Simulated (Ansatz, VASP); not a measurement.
## Two plane-wave programs on PbS

```
Pb S
1.0
     0.00000    2.96575    2.96575
     2.96575    0.00000    2.96575
     2.96575    2.96575    0.00000
Pb S
1 1
Direct
  0.00000 0.00000 0.00000
  0.50000 0.50000 0.50000
```

Alike in both runs: task single point; functional PBE; k mesh 8 × 8 × 8; occupations gaussian, width 0.021 eV; no spin polarisation.

|  | VASP | Ansatz |
| --- | --- | --- |
| version | VASP 6.6.1 | Ansatz 0.2.0 |
| potentials or method | VASP PAW PBE potentials, release 64 (Pb_d, S) | Ansatz PAW |
| plane-wave cutoff (eV) | 500 | 420 |
| valence electrons in the cell | 20 | 20 |

|  | VASP | Ansatz | Ansatz less VASP |
| --- | --- | --- | --- |
| gap on the k mesh at the Fermi level (eV) | 0.36 | 0.36 | -0.007 |
| least direct gap on the mesh (eV) | 0.36 | 0.36 | -0.007 |
| pressure (GPa) | 2.1 | 2.2 | +0.09 |

Neither program's run includes spin-orbit coupling.
